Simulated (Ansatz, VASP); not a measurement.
# One calculation of Ru, two programs

```
Ru
1.0
     2.70235    0.00000    0.00000
    -1.35117    2.34030    0.00000
     0.00000    0.00000    4.26597
Ru
2
Direct
  0.33333 0.66667 0.25000
  0.66667 0.33333 0.75000
```

Alike in both runs: functional r2SCAN; k mesh 18 × 18 × 10; occupations gaussian, width 0.1 eV; no spin polarisation.

Ansatz relaxed the structure, and its values are those at the end. VASP's run is a single point on that final structure, the one shown.

|  | VASP | Ansatz |
| --- | --- | --- |
| version | VASP 6.6.1 | Ansatz 0.2.0 |
| potentials or method | VASP PAW PBE potentials, release 64 (Ru_sv), cutoff 620 eV | scalar-relativistic, plane waves, PAW |
| valence electrons in the cell | 32 | 32 |

|  | VASP | Ansatz | Ansatz less VASP |
| --- | --- | --- | --- |
| gap on the k mesh at the Fermi level (eV) | none | none | - |
| pressure (GPa) | 0.1 | 0.0 | -0.13 |

VASP's potentials were made for PBE, not for r2SCAN. A gap of «none» marks a metal or a gap that the smearing closes. The functional is the same, so the differences come from potentials, cutoffs and numerics.
